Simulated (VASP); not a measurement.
Wanted: the native input for a VASP 6.6.1 run.

| Quantity | Value |
| --- | --- |
| Task | single point |
| Functional | PBEsol |
| Potentials or basis | VASP PAW PBE potentials, release 64 (Ba_sv, Ru_sv) |
| Cutoff | 560 eV |
| k mesh | 8 × 8 × 8 |
| Occupations | gaussian, width 0.05 eV |
| Spin | no spin polarisation |
| Dipole correction | no |
| Further INCAR settings | ALGO = Normal; EDIFF = 1e-06; NBANDS = 37 |

The structure of BaRu3 lies in POSCAR:

```
BaRu3
1.0
    4.0958807031      0.0000000000      0.0000000000
    0.0000000000      4.0958807031      0.0000000000
    0.0000000000      0.0000000000      4.0958807031
Ba Ru
1 3
Direct
    0.0000000000      0.0000000000      0.0000000000
    0.0000000000      0.5000000000      0.5000000000
    0.5000000000      0.5000000000      0.0000000000
    0.5000000000      0.0000000000      0.5000000000
```

The input as run:

INCAR

```
SYSTEM = BaRu3
ALGO = Normal
EDIFF = 1E-6
ENCUT = 560
GGA = PS
GGA_COMPAT = .FALSE.
ISIF = 2
ISMEAR = 0
LASPH = .TRUE.
LCHARG = .TRUE.
LELF = .TRUE.
LREAL = .FALSE.
LVHAR = .TRUE.
LWAVE = .FALSE.
NBANDS = 37
NELM = 120
PREC = Accurate
SIGMA = 0.05
```

KPOINTS

```
k-points
0
G
  8 8 8
  0 0 0
```

Potentials or basis: VASP PAW PBE potentials, release 64 (Ba_sv, Ru_sv).

The run is started by

```sh
$ cat potpaw_PBE.64/Ba_sv/POTCAR potpaw_PBE.64/Ru_sv/POTCAR > POTCAR
$ mpirun -np 1 vasp_std > vasp.out
```

It gave:

```
Pressure               : 2.5 GPa
Band gap on the k mesh : zero (bands 29 and 30 overlap by 1.57 eV)
```

Caveat: the PAW data sets were made with another functional, which shifts forces and pressure a little; spin-orbit coupling is left out, which moves the levels of the heavy elements.

Wall time 40 s on 1 thread of AMD EPYC 9R45 96-Core Processor (Zen 5) (shared host), peak memory 0.2 GiB.
